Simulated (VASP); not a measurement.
# Rh: single point with PBE

The system is Rh.

```
CELL_PARAMETERS angstrom
0.00000 1.93395 1.93395
1.93395 0.00000 1.93395
1.93395 1.93395 0.00000
ATOMIC_POSITIONS crystal
Rh 0.00000 0.00000 0.00000
```

This cell differs from its parent crystal: volume scaled by 1.03.

```
Program             : VASP 6.6.1
Task                : single point
Functional          : PBE
Potentials or basis : VASP PAW PBE potentials, release 64 (Rh_pv)
Cutoff              : 520 eV
k mesh              : 18 × 18 × 18
Occupations         : gaussian, width 0.1 eV
Spin                : no spin polarisation
```

```json
{"Pressure": "-7.0 GPa"}
```

Levels at points of the mesh, in eV from the Fermi level:
```csv
k point,band 4,band 5,band 6,band 7,band 8,band 9,band 10,band 11
"(0.00, 0.00, 0.00)",-7.59,-2.85,-2.85,-2.85,-0.92,-0.92,16.02,20.67
"(0.50, 0.00, 0.00)",-5.71,-2.91,-2.91,0.51,0.51,0.79,8.13,15.50
"(0.50, 0.50, 0.00)",-5.85,-5.51,0.48,0.89,0.89,3.21,11.64,13.02
```

It took 20 s on 1 thread of Intel(R) Xeon(R) Platinum 8488C (Sapphire Rapids), on a shared host, peak memory 0.15 GiB.
